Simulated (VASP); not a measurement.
Wanted: the native input for a VASP 6.6.1 run.

| Quantity | Value |
| --- | --- |
| Task | single point |
| Functional | PBE |
| Potentials or basis | VASP PAW PBE potentials, release 64 (Ca_sv, O) |
| Cutoff | 520 eV |
| k mesh | 6 × 6 × 6 |
| Occupations | gaussian, width 0.01 eV |
| Spin | no spin polarisation |
| Dipole correction | no |
| Further INCAR settings | ALGO = Normal; EDIFF = 1e-07; NBANDS = 15 |

The structure of CaO lies in POSCAR:

```
CaO
1.0
    0.0000000000      2.6067317366      2.6067317366
    2.6067317366      0.0000000000      2.6067317366
    2.6067317366      2.6067317366      0.0000000000
Ca O
1 1
Direct
    0.0000000000      0.0000000000      0.0000000000
    0.2500000000      0.2500000000      0.2500000000
```

These files were run (other wordings do the same):

INCAR

```
PREC = Accurate
ENCUT = 520
EDIFF = 1E-7
ISMEAR = 0
SIGMA = 0.01
LREAL = False
LASPH = True
NELM = 100
ALGO = Normal
ISIF = 2
LWAVE = False
LCHARG = False
GGA = PE
NBANDS = 15
```

KPOINTS

```
Automatic mesh
0
Gamma
  6 6 6
```

Potentials or basis: VASP PAW PBE potentials, release 64 (Ca_sv, O).

The run is started by

```sh
$ cat potpaw_PBE.64/Ca_sv/POTCAR potpaw_PBE.64/O/POTCAR > POTCAR
$ mpirun -np 1 vasp_std > vasp.out
```

Results of the run:

The pressure is 1.8 GPa. The band gap on the k mesh is 3.33 eV, indirect (least direct gap 3.95 eV).

Run time: 5.7 s on 1 thread of Intel(R) Xeon(R) 6975P-C (Granite Rapids), with other jobs on the host, peak memory 0.15 GiB.
